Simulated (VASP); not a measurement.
# Na in VASP: single point with PBEsol

Aim: the single point of Na with PBEsol.

Everything below comes from runs of VASP 6.6.1. Logs are shortened: lines on timing, memory, paths and dates and some standing lists are left out, and cuts for length are marked.

**1. The cell of the first run**

The cell holds a slab with vacuum, 4 atoms: a = 4.167 Å, b = 4.167 Å, c = 23.251 Å, α = 90.00°, β = 90.00°, γ = 90.00°.

**2. Single point, PBEsol**

INCAR

```
PREC = Accurate ; ENCUT = 520
EDIFF = 1E-6 ; ISMEAR = 0
SIGMA = 0.1 ; LREAL = F
LASPH = T ; NELM = 100
ALGO = Normal ; ISIF = 2
LWAVE = F ; LCHARG = T
LDIPOL = T ; IDIPOL = 3
DIPOL = 0.5 0.5 0.500 ; GGA = PS
LELF = T ; LVHAR = T
LVACPOTAV = T ; NBANDS = 22
```

KPOINTS

```
Automatic mesh
0
Gamma
  7 7 1
```

POSCAR

```
Na
1.0
    4.1673657450      0.0000000000      0.0000000000
    0.0000000000      4.1673657450      0.0000000000
    0.0000000000      0.0000000000     23.2510486175
Na
4
Direct
    0.5000000000      0.5000000000      0.3655749098
    0.0000000000      0.0000000000      0.4551916366
    0.5000000000      0.5000000000      0.5448083634
    0.0000000000      0.0000000000      0.6344250902
```

Potentials or basis: VASP PAW PBE potentials, release 64 (Na_pv).

Started as:

```
$ cat potpaw_PBE.64/Na_pv/POTCAR > POTCAR
$ mpirun -np 1 vasp_std > vasp.out
```

OUTCAR:

```text
PREC = Accurate
   ENCUT = 520
   EDIFF = 1E-6
   ISMEAR = 0
   LREAL = F
   LASPH = T
   NELM = 100
   ISIF = 2
   GGA = PS

 ion  position               nearest neighbor table
   1  0.500  0.500  0.366-
   2  0.000  0.000  0.455-
   3  0.500  0.500  0.545-
   4  0.000  0.000  0.634-

  LATTYP: Found a simple tetragonal cell.
 ALAT       =     4.1673657450
 C/A-ratio  =     5.5793155773

  Lattice vectors:

 A1 = (   4.1673657450,   0.0000000000,   0.0000000000)
 A2 = (   0.0000000000,   4.1673657450,   0.0000000000)
 A3 = (   0.0000000000,   0.0000000000,  23.2510486175)

Analysis of symmetry for initial positions (statically):
=====================================================================
 Subroutine PRICEL returns:
 Original cell was already a primitive cell.

 Routine SETGRP: Setting up the symmetry group for a
 simple tetragonal supercell.

 Subroutine GETGRP returns: Found 16 space group operations
 (whereof  8 operations were pure point group operations)
 out of a pool of 16 trial point group operations.

The static configuration has the point symmetry C_4v.
 The point group associated with its full space group is D_4h.

Analysis of symmetry for dynamics (positions and initial velocities):
=====================================================================
 Subroutine PRICEL returns:
 Original cell was already a primitive cell.

 Routine SETGRP: Setting up the symmetry group for a
 simple tetragonal supercell.

 Subroutine GETGRP returns: Found 16 space group operations
 (whereof  8 operations were pure point group operations)
 out of a pool of 16 trial point group operations.

The dynamic configuration has the point symmetry C_4v.
 The point group associated with its full space group is D_4h.

 Subroutine INISYM returns: Found 16 space group operations
 (whereof  8 operations are pure point group operations),
 and found     1 'primitive' translations

----------------------------------------------------------------------------------------

                                     Primitive cell

  volume of cell :     403.7995

  direct lattice vectors                    reciprocal lattice vectors
     4.167365745  0.000000000  0.000000000     0.239959740  0.000000000  0.000000000
     0.000000000  4.167365745  0.000000000     0.000000000  0.239959740  0.000000000
     0.000000000  0.000000000 23.251048618     0.000000000  0.000000000  0.043008813

  length of vectors
     4.167365745  4.167365745 23.251048618     0.239959740  0.239959740  0.043008813

  position of ions in fractional coordinates (direct lattice)
     0.500000000  0.500000000  0.365574910
     0.000000000  0.000000000  0.455191637
     0.500000000  0.500000000  0.544808363
     0.000000000  0.000000000  0.634425090

  ion indices of the primitive-cell ions
   primitive index   ion index
                 1           1
                 2           2
                 3           3
                 4           4

----------------------------------------------------------------------------------------

 KPOINTS: Automatic mesh

Automatic generation of k-mesh.
 Grid dimensions read from file:
 generate k-points for:    7    7    1

 Generating k-lattice:

  Cartesian coordinates                     Fractional coordinates (reciprocal lattice)
     0.034279963  0.000000000  0.000000000     0.142857143  0.000000000  0.000000000
     0.000000000  0.034279963  0.000000000     0.000000000  0.142857143  0.000000000
     0.000000000  0.000000000  0.043008813     0.000000000  0.000000000  1.000000000

  Length of vectors
     0.034279963  0.034279963  0.043008813

  Shift w.r.t. Gamma in fractional coordinates (k-lattice)
     0.000000000  0.000000000  0.000000000

 Subroutine IBZKPT returns following result:
 ===========================================

 Found     10 irreducible k-points:

 Following reciprocal coordinates:
            Coordinates               Weight
  0.000000  0.000000  0.000000      1.000000
  0.142857  0.000000  0.000000      4.000000
  0.285714  0.000000  0.000000      4.000000
  0.428571  0.000000  0.000000      4.000000
  0.142857  0.142857  0.000000      4.000000
  0.285714  0.142857  0.000000      8.000000
  0.428571  0.142857  0.000000      8.000000
  0.285714  0.285714  0.000000      4.000000
  0.428571  0.285714  0.000000      8.000000
  0.428571  0.428571  0.000000      4.000000
   k-points           NKPTS =     10   k-points in BZ     NKDIM =     10   number of bands    NBANDS=     22
   number of dos      NEDOS =    301   number of ions     NIONS =      4
   total plane-waves  NPLWV = 184320
   dimension x,y,z NGX =    32 NGY =   32 NGZ =  180
   dimension x,y,z NGXF=    64 NGYF=   64 NGZF=  360
   ions per type =               4
   NGX,Y,Z   is equivalent  to a cutoff of  12.77, 12.77, 12.87 a.u.
   NGXF,Y,Z  is equivalent  to a cutoff of  25.53, 25.53, 25.74 a.u.
 SYSTEM =  unknown system
   PREC   = accura    normal or accurate (medium, high low for compatibility)
   ISTART =      0    job   : 0-new  1-cont  2-samecut
   ICHARG =      2    charge: 1-file 2-atom 10-const
   ISPIN  =      1    spin polarized calculation?
   LNONCOLLINEAR =      F non collinear calculations
   LSORBIT =      F    spin-orbit coupling
   LASPH  =      T    aspherical Exc in radial PAW
   ENCUT  =  520.0 eV  38.22 Ry    6.18 a.u.   7.75  7.75 43.23*2*pi/ulx,y,z
   NELM   =    100;   NELMIN=  2; NELMDL= -5     # of ELM steps
   EDIFF  = 0.1E-05   stopping-criterion for ELM
   LREAL  =      F    real-space projection
   EDIFFG = 0.1E-04   stopping-criterion for IOM
   NSW    =      0    number of steps for IOM
   IBRION =     -1    ionic relax: 0-MD 1-quasi-New 2-CG
   NFREE  =      0    steps in history (QN), initial steepest desc. (CG)
   ISIF   =      2    stress and relaxation
   ISYM   =      2    0-nonsym 1-usesym 2-fastsym
   POTIM  = 0.5000    time-step for ionic-motion
   TEBEG  =    0.0;   TEEND  =   0.0 temperature during run
   PSTRESS=    0.0 pullay stress
   NELECT =      28.0000    total number of electrons
   NUPDOWN=      -1.0000    fix difference up-down
   EMIN   =  10.00;   EMAX   =-10.00  energy-range for DOS
   EFERMI =   0.00;   METHOD = LEGACY
   ISMEAR =     0;   SIGMA  =   0.10  broadening in eV -4-tet -1-fermi 0-gaus
   EFERMI_NEDOS =   21; number of points for ismear=-14 and -15
   IALGO  =     38    algorithm
   IMIX   =      4    mixing-type and parameters
     AMIX     =   0.40;   BMIX     =  1.00
     AMIX_MAG =   1.60;   BMIX_MAG =  1.00
  volume/ion in A,a.u.               =     100.95       681.24
  Fermi-wavevector in a.u.,A,eV,Ry     =   0.672572  1.270977  6.154641  0.452353
  Thomas-Fermi vector in A             =   1.748732
   LORBIT       =      0    0 simple, 1 ext, 2 COOP (PROOUT), +10 PAW based schemes
   GGA     = PS    functional components
   LHFCALC =     F    Hartree Fock is set to
   AEXX    =    0.0000 exact exchange contribution
   IVDW    =     0    specifies the selected vdW correction
   LEPSILON=     F    determine dielectric tensor
   LRPA    =     F    only Hartree local field effects (RPA)
 non-spin polarized calculation
 Gauss-broadening in eV      SIGMA  =   0.10
  energy-cutoff  :      520.00
  volume of cell :      403.80
 maximum number of plane-waves:     10899
 NGX is ok and might be reduce to    32
   NGX = 15   NGY = 15   NGZ = 87

 dipolmoment           0.000000      0.000000      0.000000 electrons x Angstroem

 number of electron      28.0000051 magnetization

 dipolmoment           0.000000      0.000000     -0.000000 electrons x Angstroem

 Free energy of the ion-electron system (eV)
  ---------------------------------------------------
  ext. energy  EPLUGINS =         0.00000000
  ---------------------------------------------------
  free energy    TOTEN  =        -5.05658702 eV

  energy without entropy =       -5.04609636  energy(sigma->0) =       -5.05134169

 E-fermi :  -1.5269     XC(G=0):  -3.0690

 val. band max:       -1.6732250488   @ k =   0.4286   0.0000   0.0000
 cond. band min:      -1.5021692828   @ k =   0.4286   0.1429   0.0000
 fundamental gap:      0.1710557660
 Fermi energy:        -1.5269128769

 k-point     1 :       0.0000    0.0000    0.0000
  band No.  band energies     occupation
      1     -26.7124      2.00000
      2     -26.7123      2.00000
      3     -26.6951      2.00000
      4     -26.6951      2.00000
      5     -26.6951      2.00000
      6     -26.6951      2.00000
[... 14 lines left out ...]
     21       2.9292      0.00000
     22       3.3400      0.00000

 k-point     2 :       0.1429    0.0000    0.0000
  band No.  band energies     occupation
      1     -26.7123      2.00000
      2     -26.7122      2.00000
      3     -26.6962      2.00000
      4     -26.6962      2.00000
      5     -26.6950      2.00000
      6     -26.6950      2.00000
[... 14 lines left out ...]
     21       2.6586      0.00000
     22       3.0858      0.00000

 k-point     3 :       0.2857    0.0000    0.0000
  band No.  band energies     occupation
      1     -26.7122      2.00000
      2     -26.7121      2.00000
      3     -26.6986      2.00000
      4     -26.6986      2.00000
      5     -26.6947      2.00000
      6     -26.6947      2.00000
[... 14 lines left out ...]
     21       2.0524      0.00000
     22       2.2425      0.00000
[... 126 lines left out ...]
 k-point     9 :       0.4286    0.2857    0.0000
  band No.  band energies     occupation
      1     -26.7116      2.00000
      2     -26.7115      2.00000
      3     -26.7002      2.00000
      4     -26.7002      2.00000
      5     -26.6981      2.00000
      6     -26.6981      2.00000
[... 14 lines left out ...]
     21       2.3099      0.00000
     22       2.4634      0.00000

 k-point    10 :       0.4286    0.4286    0.0000
  band No.  band energies     occupation
      1     -26.7113      2.00000
      2     -26.7113      2.00000
      3     -26.7000      2.00000
      4     -26.7000      2.00000
      5     -26.7000      2.00000
      6     -26.7000      2.00000
[... 14 lines left out ...]
     21       1.9575      0.00000
     22       1.9640      0.00000

------------------------ aborting loop because EDIFF is reached ----------------------------------------

  FORCE on cell =-STRESS in cart. coord.  units (eV):
  Direction    XX          YY          ZZ          XY          YZ          ZX
  --------------------------------------------------------------------------------------
  -------------------------------------------------------------------------------------
  Total       -0.6195916     -0.6195916      0.0994484      0.0000000      0.0000000      0.0000000
  in kB       -2.4583874     -2.4583874      0.3945867      0.0000000      0.0000000      0.0000000
  external PRESSURE =      -1.5073960 kB  Pullay stress =       0.0000000 kB

 VOLUME and BASIS-vectors are now :
 -----------------------------------------------------------------------------
  energy-cutoff  :      520.00
  volume of cell :      403.80
      direct lattice vectors                 reciprocal lattice vectors
     4.167365745  0.000000000  0.000000000     0.239959740  0.000000000  0.000000000
     0.000000000  4.167365745  0.000000000     0.000000000  0.239959740  0.000000000
     0.000000000  0.000000000 23.251048618     0.000000000  0.000000000  0.043008813

 POSITION                                       TOTAL-FORCE (eV/Angst)
 -----------------------------------------------------------------------------------
      2.08368      2.08368      8.50000         0.000000      0.000000     -0.015267
      0.00000      0.00000     10.58368         0.000000     -0.000000      0.002240
      2.08368      2.08368     12.66737         0.000000      0.000000     -0.002240
      0.00000      0.00000     14.75105         0.000000     -0.000000      0.015267
 -----------------------------------------------------------------------------------
    total drift:                                0.000000      0.000000     -0.000000

  FREE ENERGIE OF THE ION-ELECTRON SYSTEM (eV)
  ---------------------------------------------------
  free  energy   TOTEN  =        -5.0565870184 eV

  energy  without entropy=       -5.0460963552  energy(sigma->0) =       -5.05134169

 vacuum level on the upper side and lower side of the slab         1.184         1.184
```

Run time: 46 s. Hardware: 1 thread of Intel Xeon 6975P-C (Granite Rapids), shared host; peak memory 0.44 GiB.

Results:

* Free energy: -5.0566 eV
* Largest force: 0.015 eV/Å
* Band gap on the k mesh: zero (bands 14 and 15 overlap by 1.70 eV)

Forces on the atoms (eV/Å):
```
Na   0.000  0.000 -0.015
Na   0.000  0.000  0.002
Na   0.000  0.000 -0.002
Na   0.000  0.000  0.015
```

Levels at points of the mesh, in eV from the Fermi level:
| k point | band 12 | band 13 | band 14 | band 15 | band 16 | band 17 |
| --- | --- | --- | --- | --- | --- | --- |
| (0.00, 0.00, 0.00) | -24.81 | -3.00 | -1.98 | -0.57 | 0.79 | 1.97 |

Caveat: the PAW data sets were made with another functional, which shifts forces and pressure a little.
